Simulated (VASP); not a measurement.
# LiH in VASP: a series of runs, part 2 of 2

VASP 6.6.1.

**4. Single point, PBE**

This run uses another cell than the first one, of 9.35 Å³/atom, 1.064 times its volume.

INCAR

```
SYSTEM = LiH
ALGO = Normal
EDIFF = 1E-7
ENCUT = 520
GGA = PE
ISIF = 2
ISMEAR = 0
LASPH = .True.
LCHARG = .True.
LELF = .True.
LREAL = .False.
LVHAR = .True.
LWAVE = .False.
NBANDS = 12
NELM = 80
PREC = Accurate
SIGMA = 0.01
```

KPOINTS

```
k-points
0
Gamma
  9 9 6
  0 0 0
```

POSCAR

```
LiH
1.0
    3.2556038943      0.0000000000      0.0000000000
   -1.6278019471      2.8194356771      0.0000000000
    0.0000000000      0.0000000000      4.0723652413
Li H
2 2
Direct
    0.3333333333      0.6666666667     -0.0625138240
    0.6666666667      0.3333333333      0.4374861760
    0.3333333333      0.6666666667      0.4375138240
    0.6666666667      0.3333333333      0.9375138240
```

On the command line:

```console
$ cat potpaw_PBE.64/Li_sv/POTCAR potpaw_PBE.64/H/POTCAR > POTCAR
$ mpirun -np 1 vasp_std > vasp.out
```

It took 14 s on 1 thread of Intel Xeon Platinum 8488C (Sapphire Rapids), shared host; peak memory 0.14 GiB.

Results (log left out):

| Item | Value |
| --- | --- |
| Free energy | -12.1625 eV |
| Band gap on the k mesh | 1.84 eV, indirect (least direct gap 3.07 eV) |

Levels at points of the mesh, in eV from the valence-band top:
```tsv
k point	band 2	band 3	band 4	band 5	band 6	band 7
(0.00, 0.00, 0.00)	-44.56	-5.22	0.00	3.07	10.70	10.70
(0.00, 0.00, 0.50)	-44.59	-3.72	-3.72	9.54	9.54	12.71
```

Caveat: the cutoff is under 1.25 times the usual one of these potentials, so pressure, stress and relaxed cells hold a basis-set (Pulay) error.

**5. Single point, PBE (volume changed by +3%)**

INCAR

```
PREC = Accurate
ENCUT = 520
EDIFF = 1E-6
ISMEAR = 0
SIGMA = 0.01
LREAL = False
LASPH = True
NELM = 100
ALGO = Normal
ISIF = 2
LWAVE = False
LCHARG = True
GGA = PE
LELF = True
LVHAR = True
NBANDS = 12
```

KPOINTS

```
Automatic mesh
0
Gamma
  9 9 6
```

POSCAR

```
LiH
1.0
    3.2878396926      0.0000000000      0.0000000000
   -1.6439198463      2.8473526974      0.0000000000
    0.0000000000      0.0000000000      4.1126883117
Li H
2 2
Direct
    0.3333333333      0.6666666667     -0.0625138240
    0.6666666667      0.3333333333      0.4374861760
    0.3333333333      0.6666666667      0.4375138240
    0.6666666667      0.3333333333      0.9375138240
```

Potentials or basis: VASP PAW PBE potentials, release 64 (Li_sv, H).

On the command line:

```console
$ cat potpaw_PBE.64/Li_sv/POTCAR potpaw_PBE.64/H/POTCAR > POTCAR
$ mpirun -np 1 vasp_std > vasp.out
```

OUTCAR:

```text
PREC = Accurate
   ENCUT = 520
   EDIFF = 1E-6
   ISMEAR = 0
   LREAL = False
   LASPH = True
   NELM = 100
   ISIF = 2
   GGA = PE

 ion  position               nearest neighbor table
   1  0.333  0.667  0.937-
   2  0.667  0.333  0.437-
   3  0.333  0.667  0.438-
   4  0.667  0.333  0.938-

  LATTYP: Found a hexagonal cell.
 ALAT       =     3.2878396926
 C/A-ratio  =     1.2508786000

  Lattice vectors:

 A1 = (   3.2878396926,   0.0000000000,   0.0000000000)
 A2 = (  -1.6439198463,   2.8473526974,   0.0000000000)
 A3 = (   0.0000000000,   0.0000000000,   4.1126883117)

Analysis of symmetry for initial positions (statically):
=====================================================================
 Subroutine PRICEL returns:
 Original cell was already a primitive cell.

 Routine SETGRP: Setting up the symmetry group for a
 hexagonal supercell.

 Subroutine GETGRP returns: Found 12 space group operations
 (whereof  6 operations were pure point group operations)
 out of a pool of 24 trial point group operations.

The static configuration has the point symmetry C_3v.
 The point group associated with its full space group is C_6v.

Analysis of symmetry for dynamics (positions and initial velocities):
=====================================================================
 Subroutine PRICEL returns:
 Original cell was already a primitive cell.

 Routine SETGRP: Setting up the symmetry group for a
 hexagonal supercell.

 Subroutine GETGRP returns: Found 12 space group operations
 (whereof  6 operations were pure point group operations)
 out of a pool of 24 trial point group operations.

The dynamic configuration has the point symmetry C_3v.
 The point group associated with its full space group is C_6v.

 Subroutine INISYM returns: Found 12 space group operations
[... 123 lines left out ...]
  Fermi-wavevector in a.u.,A,eV,Ry     =   0.969644  1.832361 12.792324  0.940209
  Thomas-Fermi vector in A             =   2.099713
   LORBIT       =      0    0 simple, 1 ext, 2 COOP (PROOUT), +10 PAW based schemes
   GGA     = PE    functional components
   LHFCALC =     F    Hartree Fock is set to
   AEXX    =    0.0000 exact exchange contribution
   IVDW    =     0    specifies the selected vdW correction
   LEPSILON=     F    determine dielectric tensor
   LRPA    =     F    only Hartree local field effects (RPA)
 non-spin polarized calculation
 Gauss-broadening in eV      SIGMA  =   0.01
  energy-cutoff  :      520.00
  volume of cell :       38.50
 maximum number of plane-waves:      1059
   NGX = 13   NGY = 13   NGZ = 15

 number of electron       8.0000001 magnetization

 Free energy of the ion-electron system (eV)
  ---------------------------------------------------
  ext. energy  EPLUGINS =         0.00000000
  ---------------------------------------------------
  free energy    TOTEN  =       -12.15955523 eV

  energy without entropy =      -12.15955523  energy(sigma->0) =      -12.15955523

 E-fermi :  -0.2283     XC(G=0):  -7.7880

 val. band max:       -0.3049087103   @ k =   0.0000   0.0000   0.0000
 cond. band min:       1.5904765568   @ k =   0.3333   0.3333   0.0000
 fundamental gap:      1.8953852671
 Fermi energy:        -0.2283496918

 k-point     1 :       0.0000    0.0000    0.0000
  band No.  band energies     occupation
      1     -44.9493      2.00000
      2     -44.8983      2.00000
      3      -5.4119      2.00000
      4      -0.3049      2.00000
      5       2.7839      0.00000
      6      10.2469      0.00000
      7      10.2470      0.00000
      8      10.8788      0.00000
      9      12.9092      0.00000
     10      12.9092      0.00000
     11      14.4798      0.00000
     12      17.1610      0.00000
[... 331 lines left out ...]
 k-point    24 :       0.3333    0.3333    0.1667
  band No.  band energies     occupation
      1     -44.9167      2.00000
      2     -44.9167      2.00000
      3      -2.3331      2.00000
      4      -2.3331      2.00000
      5       1.8346      0.00000
      6       7.4025      0.00000
      7       7.4025      0.00000
      8       7.5821      0.00000
      9      11.1970      0.00000
     10      11.1970      0.00000
     11      13.8527      0.00000
     12      17.3073      0.00000

 [... further k-points ...]
[... 5 lines left out ...]
  --------------------------------------------------------------------------------------
  -------------------------------------------------------------------------------------
  Total       -0.2490687     -0.2490687     -0.2525474      0.0000000     -0.0000000      0.0000000
  in kB      -10.3645861    -10.3645861    -10.5093495      0.0000000     -0.0000000      0.0000000
  external PRESSURE =     -10.4128405 kB  Pullay stress =       0.0000000 kB

 VOLUME and BASIS-vectors are now :
 -----------------------------------------------------------------------------
  energy-cutoff  :      520.00
  volume of cell :       38.50
      direct lattice vectors                 reciprocal lattice vectors
     3.287839693  0.000000000  0.000000000     0.304151082  0.175601709  0.000000000
    -1.643919846  2.847352697  0.000000000     0.000000000  0.351203418  0.000000000
     0.000000000  0.000000000  4.112688312     0.000000000  0.000000000  0.243149960

 POSITION                                       TOTAL-FORCE (eV/Angst)
 -----------------------------------------------------------------------------------
     -0.00000      1.89824      3.85559         0.000000      0.000000      0.000057
      1.64392      0.94912      1.79924         0.000000     -0.000000      0.000057
     -0.00000      1.89824      1.79936        -0.000000     -0.000000     -0.000057
      1.64392      0.94912      3.85570         0.000000      0.000000     -0.000057
 -----------------------------------------------------------------------------------
    total drift:                               -0.000000      0.000000      0.000011

  FREE ENERGIE OF THE ION-ELECTRON SYSTEM (eV)
  ---------------------------------------------------
  free  energy   TOTEN  =       -12.1595552348 eV

  energy  without entropy=      -12.1595552348  energy(sigma->0) =      -12.15955523
```

OSZICAR:

```text
N       E                     dE             d eps       ncg     rms          rms(c)
DAV:   1     0.228231075123E+02    0.22823E+02   -0.39609E+03  1152   0.671E+02
DAV:   2    -0.812591451285E+01   -0.30949E+02   -0.30145E+02  1404   0.151E+02
DAV:   3    -0.127852331607E+02   -0.46593E+01   -0.46355E+01  2132   0.383E+01
DAV:   4    -0.128262235998E+02   -0.40990E-01   -0.40980E-01  1420   0.513E+00
DAV:   5    -0.128265043455E+02   -0.28075E-03   -0.28074E-03  1592   0.409E-01    0.450E+00
DAV:   6    -0.123033974643E+02    0.52311E+00   -0.33332E-01  1308   0.206E+00    0.222E+00
DAV:   7    -0.121487826561E+02    0.15461E+00   -0.43393E-01  1364   0.259E+00    0.411E-01
DAV:   8    -0.121600132249E+02   -0.11231E-01   -0.30384E-02  1384   0.986E-01    0.137E-01
DAV:   9    -0.121595501811E+02    0.46304E-03   -0.95245E-04  1504   0.142E-01    0.300E-02
DAV:  10    -0.121595682550E+02   -0.18074E-04   -0.11417E-04  1380   0.682E-02    0.198E-02
DAV:  11    -0.121595572490E+02    0.11006E-04   -0.11946E-05  1428   0.199E-02    0.364E-03
DAV:  12    -0.121595547616E+02    0.24874E-05   -0.14767E-06  1060   0.593E-03    0.203E-03
DAV:  13    -0.121595552348E+02   -0.47322E-06   -0.11131E-07   684   0.186E-03
   1 F= -.12159555E+02 E0= -.12159555E+02  d E =-.406967E-30
```

Wall time 13 s (1 thread of Intel Xeon Platinum 8488C (Sapphire Rapids), shared host); peak memory 0.15 GiB.

Results:

```
Free energy            : -12.1596 eV
Band gap on the k mesh : 1.90 eV, indirect (least direct gap 3.09 eV)
```

Levels at points of the mesh, in eV from the valence-band top:
```csv
k point,band 2,band 3,band 4,band 5,band 6,band 7
"(0.00, 0.00, 0.00)",-44.59,-5.11,0.00,3.09,10.55,10.55
"(0.00, 0.00, 0.50)",-44.62,-3.62,-3.62,9.38,9.38,12.53
```

Caveat: the cell differs from its parent crystal (volume changed by +3%); the cutoff is under 1.25 times the usual one of these potentials, so pressure, stress and relaxed cells hold a basis-set (Pulay) error.

**6. Overview**

```csv
cell,gap on the mesh (eV)
"a = 3.189, b = 3.189, c = 3.989 Å, angles 90.0, 90.0, 120.0°, 4 atoms",1.71
"a = 3.223, b = 3.223, c = 4.031 Å, angles 90.0, 90.0, 120.0°, 4 atoms",1.78
"a = 3.256, b = 3.256, c = 4.072 Å, angles 90.0, 90.0, 120.0°, 4 atoms",1.84
"a = 3.288, b = 3.288, c = 4.113 Å, angles 90.0, 90.0, 120.0°, 4 atoms",1.90
```

Alike in all rows: task single point; level PBE; potentials or basis VASP PAW PBE potentials, release 64 (Li_sv, H); no spin polarisation; k mesh 9 × 9 × 6; cutoff (eV) 520; smearing gaussian 0.01 eV.

Caveats: the cutoff is under 1.25 times the usual one of these potentials, so pressure, stress and relaxed cells hold a basis-set (Pulay) error.

Total energies depend on the potentials used, so only differences within one code and one set of settings carry meaning.
